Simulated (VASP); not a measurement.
Set up this calculation in VASP 6.6.1, as the native input.

```yaml
Task: single point
Functional: PBE
Potentials_or_basis: VASP PAW PBE potentials, release 64 (K_sv, Mg_sv, F)
Cutoff: 840 eV
k_mesh: 3 × 3 × 3
Occupations: gaussian, width 0.15 eV
Spin: no spin polarisation
Dipole_correction: no
Further_INCAR_settings: ALGO = Normal; EDIFF = 1e-06; NBANDS = 28
```

The structure of KMgF3 lies in POSCAR:

```
KMgF3
1.0
    2.3920692329      1.3810618140      4.3120143288
   -2.3920692329      1.3810618140      4.3120143288
    0.0000000000     -2.7621236326      4.3120143273
K Mg F
1 1 3
Direct
    0.5000000000      0.5000000000      0.5000000000
    0.0000000000      0.0000000000      0.0000000000
    0.5000000000      0.5000000000      0.0000000000
    0.0000000000      0.5000000000      0.5000000000
    0.5000000000      0.0000000000      0.5000000000
```

The cell was generated, and may not be a known phase.

One way to write it, as run:

INCAR

```
SYSTEM = KMgF3
  ALGO = Normal
  EDIFF = 1E-6
  ENCUT = 840
  GGA = PE
  GGA_COMPAT = .FALSE.
  ISIF = 2
  ISMEAR = 0
  LASPH = .TRUE.
  LCHARG = .FALSE.
  LREAL = .FALSE.
  LWAVE = .FALSE.
  NBANDS = 28
  NELM = 120
  PREC = Accurate
  SIGMA = 0.15
```

KPOINTS

```
k-points
0
G
  3 3 3
  0 0 0
```

Potentials or basis: VASP PAW PBE potentials, release 64 (K_sv, Mg_sv, F).

Launch:

```sh
$ cat potpaw_PBE.64/K_sv/POTCAR potpaw_PBE.64/Mg_sv/POTCAR potpaw_PBE.64/F/POTCAR > POTCAR
$ mpirun -np 1 vasp_std > vasp.out
```

It gave:

```
Pressure               : 0.2 GPa
Band gap on the k mesh : 0.41 eV
```

Caveat: the k points lie up to 0.53 Å⁻¹ apart; semilocal functionals underestimate gaps, and a narrow one can read as zero.

Run time: 38 s on 1 thread of AMD EPYC 7R43 64-Core Processor (Zen 3), with other jobs on the host, peak memory 0.29 GiB.
